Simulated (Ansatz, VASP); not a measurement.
**One calculation of Ta, two programs**

```
CELL_PARAMETERS angstrom
-1.66005 1.66005 1.66005
1.66005 -1.66005 1.66005
1.66005 1.66005 -1.66005
ATOMIC_POSITIONS crystal
Ta 0.00000 0.00000 0.00000
```

Alike in both runs: functional PBE; k mesh 18 × 18 × 18; occupations fermi-dirac, width 0.1 eV; no spin polarisation.

Ansatz relaxed the structure, and its values are those at the end. VASP's run is a single point on that final structure, the one shown.

```csv
,VASP,Ansatz
version,VASP 6.6.1,Ansatz 0.2.0
potentials or method,"VASP PAW PBE potentials, release 64 (Ta_pv)","PAW with Ansatz's default frozen-core files, scalar-relativistic"
plane-wave cutoff (eV),520,420
valence electrons in the cell,11,13
```

|  | VASP | Ansatz | Ansatz less VASP |
| --- | --- | --- | --- |
| pressure (GPa) | 0.1 | 0.0 | -0.09 |

With one functional, cell and mesh, what is left measures potentials, basis and numerics. VASP's potentials hold 11 valence electrons a cell and Ansatz's 13, so a difference there can come from the potentials and not from the codes.

Neither program's run includes spin-orbit coupling.
